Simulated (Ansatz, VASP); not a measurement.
**Two plane-wave programs on MgO**

```
Mg O
1.0
     0.00000    2.10377    2.10377
     2.10377    0.00000    2.10377
     2.10377    2.10377    0.00000
Mg O
1 1
Direct
  0.00000 0.00000 0.00000
  0.50000 0.50000 0.50000
```

Change from the starting cell: strained cell.

Alike in both runs: functional LDA; k mesh 10 × 10 × 10; occupations gaussian, width 0.02 eV; no spin polarisation.

Ansatz relaxed the structure, and its values are those at the end. VASP's run is a single point on that final structure, the one shown.

|  | VASP | Ansatz |
| --- | --- | --- |
| version | VASP 6.6.1 | Ansatz 0.2.0 |
| potentials or method | VASP PAW LDA potentials, release 64 (Mg_sv, O), cutoff 750 eV | scalar-relativistic, plane waves, PAW |
| valence electrons in the cell | 16 | 16 |

VASP gave:

```
gap on the k mesh at the Fermi level (eV) : 4.70
least direct gap on the mesh (eV)         : 4.70
pressure (GPa)                            : -5.6
```

Task: Estimate Ansatz's values.

Result: gap on the k mesh at the Fermi level (eV): 4.69; least direct gap on the mesh (eV): 4.69; pressure (GPa): -5.4.

Ansatz warns that its potentials were made for another functional, while VASP's fit it. LDA's correlation is that of Perdew and Zunger in VASP and of Perdew and Wang (1992) in Ansatz. Ansatz's warnings: stress scf threshold loose.
